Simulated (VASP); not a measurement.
# InO in VASP: notebook, part 2 of 2

VASP 6.6.1. Earlier steps stand in the parts before.

**5. Single point, LDA (strain +0.050 along x and y, +0.025 along z)**

The input, INCAR:

```
SYSTEM = InO
  PREC = Accurate
  ENCUT = 520
  EDIFF = 1E-6
  ISMEAR = 0
  SIGMA = 0.03
  LREAL = .False.
  LASPH = .True.
  NELM = 100
  ALGO = Normal
  ISIF = 2
  LWAVE = .False.
  LCHARG = .False.
  GGA = CA
  NBANDS = 27
```

The input, KPOINTS:

```
Automatic mesh
0
Gamma
  12 12 2
  0 0 0
```

The input, POSCAR:

```
InO
1.0
    3.6262944914      0.0000000000      0.0000000000
   -1.8131472457      3.1404631511      0.0000000000
    0.0000000000      0.0000000000     16.2740275000
In O
2 2
Direct
    0.6666666667      0.3333333333      0.5900210000
    0.6666666667      0.3333333333      0.4099790000
    0.0000000000      0.0000000000      0.6398670000
    0.0000000000      0.0000000000      0.3601330000
```

Potentials or basis: VASP PAW LDA potentials, release 64 (In_d, O).

The run is started by

```sh
$ cat potpaw_LDA.64/In_d/POTCAR potpaw_LDA.64/O/POTCAR > POTCAR
$ mpirun -np 1 vasp_std > vasp.out
```

OUTCAR:

```text
SYSTEM = InO
   PREC = Accurate
   ENCUT = 520
   EDIFF = 1E-6
   ISMEAR = 0
   LREAL = .False.
   LASPH = .True.
   NELM = 100
   ISIF = 2
   GGA = CA

 ion  position               nearest neighbor table
   1  0.667  0.333  0.590-   3 2.25   3 2.25   3 2.25   2 2.93
   2  0.667  0.333  0.410-   4 2.25   4 2.25   4 2.25   1 2.93
   3  0.000  0.000  0.640-   1 2.25   1 2.25   1 2.25
   4  0.000  0.000  0.360-   2 2.25   2 2.25   2 2.25

  LATTYP: Found a hexagonal cell.
 ALAT       =     3.6262944914
 C/A-ratio  =     4.4877843039

  Lattice vectors:
[... 916 lines left out ...]
  Direction    XX          YY          ZZ          XY          YZ          ZX
  --------------------------------------------------------------------------------------
  -------------------------------------------------------------------------------------
  Total       -8.6693415     -8.6693415     -3.8190274      0.0000000      0.0000000     -0.0000000
  in kB      -74.9453812    -74.9453812    -33.0150179      0.0000000      0.0000000     -0.0000000
  external PRESSURE =     -60.9685935 kB  Pullay stress =       0.0000000 kB

 VOLUME and BASIS-vectors are now :
 -----------------------------------------------------------------------------
  energy-cutoff  :      520.00
  volume of cell :      185.33
      direct lattice vectors                 reciprocal lattice vectors
     3.626294491  0.000000000  0.000000000     0.275763593  0.159212185  0.000000000
    -1.813147246  3.140463151  0.000000000     0.000000000  0.318424370  0.000000000
     0.000000000  0.000000000 16.274027500     0.000000000  0.000000000  0.061447604

 POSITION                                       TOTAL-FORCE (eV/Angst)
 -----------------------------------------------------------------------------------
      1.81315      1.04682      9.60202        -0.000000     -0.000000      0.658826
      1.81315      1.04682      6.67201        -0.000000     -0.000000     -0.658826
      0.00000      0.00000     10.41321        -0.000000      0.000000     -1.249997
      0.00000      0.00000      5.86081         0.000000      0.000000      1.249997
 -----------------------------------------------------------------------------------
    total drift:                               -0.000001      0.000000      0.000000

  FREE ENERGIE OF THE ION-ELECTRON SYSTEM (eV)
  ---------------------------------------------------
  free  energy   TOTEN  =       -21.4149352129 eV

  energy  without entropy=      -21.4149352087  energy(sigma->0) =      -21.41493521
```

OSZICAR:

```text
N       E                     dE             d eps       ncg     rms          rms(c)
DAV:   1     0.383810009975E+03    0.38381E+03   -0.17488E+04  2068   0.137E+03
DAV:   2     0.389354785306E+02   -0.34487E+03   -0.33199E+03  2272   0.364E+02
DAV:   3    -0.227944003253E+02   -0.61730E+02   -0.60508E+02  2724   0.169E+02
[... 14 lines left out ...]
DAV:  18    -0.214149291258E+02   -0.84692E-05   -0.56611E-07  1706   0.763E-03    0.115E-03
DAV:  19    -0.214149314258E+02   -0.23000E-05   -0.19753E-07  1625   0.395E-03    0.597E-04
DAV:  20    -0.214149340761E+02   -0.26503E-05   -0.11502E-07  1582   0.339E-03    0.537E-04
DAV:  21    -0.214149351605E+02   -0.10845E-05   -0.69896E-08  1579   0.239E-03    0.613E-04
DAV:  22    -0.214149352129E+02   -0.52359E-07   -0.22013E-08  1559   0.113E-03
   1 F= -.21414935E+02 E0= -.21414935E+02  d E =-.420363E-08
```

Run time: 7.6 min. Hardware: 1 thread of Intel Xeon 8259CL, shared host; peak memory 0.34 GiB.

What came out:

```yaml
Free_energy: -21.4149 eV
Largest_force: 1.250 eV/Å
Band_gap_on_the_k_mesh: 0.21 eV (least direct gap 0.64 eV)
```

Forces in eV/Å, atoms in the order of the input:
```
In   0.000  0.000  0.659
In   0.000  0.000 -0.659
O    0.000  0.000 -1.250
O    0.000  0.000  1.250
```

Caveat: the cell differs from its parent crystal (strain +0.050 along x and y, +0.025 along z); there is no dipole correction, which matters where the two faces differ; spin-orbit coupling is left out, which moves the levels of the heavy elements.

**6. Single point, LDA (strain +0.050 along x and y, +0.050 along z)**

The input, INCAR:

```
ALGO = Normal
EDIFF = 1E-6
ENCUT = 520
ISIF = 2
ISMEAR = 0
LASPH = T
LCHARG = F
LREAL = F
LWAVE = F
NBANDS = 27
NELM = 60
PREC = Accurate
SIGMA = 0.03
```

The input, KPOINTS:

```
k-points
0
Gamma
  12 12 2
```

POSCAR: that of step 5 with these lines changed.

```diff
@@ -4,3 +4,3 @@
    -1.8131472457      3.1404631511      0.0000000000
-    0.0000000000      0.0000000000     16.2740275000
+    0.0000000000      0.0000000000     16.6709550000
 In O
```

Potentials or basis: VASP PAW LDA potentials, release 64 (In_d, O).

The run is started by

```sh
$ cat potpaw_LDA.64/In_d/POTCAR potpaw_LDA.64/O/POTCAR > POTCAR
$ mpirun -np 1 vasp_std > vasp.out
```

Wall time 8.1 min (1 thread of Intel Xeon 8259CL, shared host); peak memory 0.34 GiB.

The run converged. Its results:

```
Free energy            : -21.3140 eV
Largest force          : 1.377 eV/Å
Band gap on the k mesh : 0.18 eV (least direct gap 0.63 eV)
```

Forces in eV/Å, atoms in the order of the input:
```
In   0.000  0.000  0.605
In   0.000  0.000 -0.605
O    0.000  0.000 -1.377
O    0.000  0.000  1.377
```

Levels at points of the mesh, in eV from the valence-band top:
```
           k point  band 17  band 18  band 19  band 20  band 21  band 22
(0.00, 0.00, 0.00)    -1.41    -1.41    -0.45     0.18     2.93     6.34
(0.50, 0.00, 0.00)    -2.07    -1.51    -0.12     2.34     3.18     4.92
(0.00, 0.00, 0.50)    -1.41    -1.41    -0.45     0.18     2.93     6.28
(0.50, 0.00, 0.50)    -2.07    -1.51    -0.12     2.34     3.18     4.92
```

Caveat: the cell differs from its parent crystal (strain +0.050 along x and y, +0.050 along z); there is no dipole correction, which matters where the two faces differ; spin-orbit coupling is left out, which moves the levels of the heavy elements.

**7. The runs side by side**

```tsv
cell	gap on the mesh (eV)	largest force (eV/Å)
a = 3.540, b = 3.540, c = 16.274 Å, angles 90.0, 90.0, 120.0°, 4 atoms	0.22	1.02
a = 3.626, b = 3.626, c = 15.877 Å, angles 90.0, 90.0, 120.0°, 4 atoms	0.21	1.12
a = 3.540, b = 3.540, c = 16.671 Å, angles 90.0, 90.0, 120.0°, 4 atoms	0.15	1.16
a = 3.626, b = 3.626, c = 16.274 Å, angles 90.0, 90.0, 120.0°, 4 atoms	0.21	1.25
a = 3.626, b = 3.626, c = 16.671 Å, angles 90.0, 90.0, 120.0°, 4 atoms	0.18	1.38
```

Alike in all rows: task single point; level LDA; potentials or basis VASP PAW LDA potentials, release 64 (In_d, O); no spin polarisation; k mesh 12 × 12 × 2; cutoff (eV) 520; smearing gaussian 0.03 eV.

Caveats: there is no dipole correction, which matters where the two faces differ; spin-orbit coupling is left out, which moves the levels of the heavy elements.

Absolute energies hang on the potentials; compare differences alone.
